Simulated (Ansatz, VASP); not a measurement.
**Co in VASP and in Ansatz**

```
Co
1.0
     2.56841    0.00000    0.00000
    -1.28420    2.22430    0.00000
     0.00000    0.00000    4.17124
Co
2
Cartesian
  0.0000 1.4829 1.0428
  1.2842 0.7414 3.1284
```

Change from the starting cell: volume scaled by 1.06.

Alike in both runs: task single point; functional PBE; k mesh 19 × 19 × 10; occupations fermi-dirac, width 0.05 eV; collinear spin.

|  | VASP | Ansatz |
| --- | --- | --- |
| version | VASP 6.6.1 | Ansatz 0.2.0 |
| potentials or method | VASP PAW PBE potentials, release 64 (Co), cutoff 520 eV | all-electron LAPW, scalar-relativistic |

|  | VASP | Ansatz | Ansatz less VASP |
| --- | --- | --- | --- |
| pressure (GPa) | -16.1 | -15.8 | +0.29 |
| traceless stress, the component that is largest in VASP (GPa) | -0.51 | -0.34 | +0.174 |
| net moment per atom (μB) | 1.68 | 1.69 | +0.013 |
| size of the moment on the site where the two differ most (μB) | 1.72 | 1.75 | +0.033 |

Site moments also hang on the region over which each program counts them. Ansatz ran all-electron here, and VASP with PAW potentials.
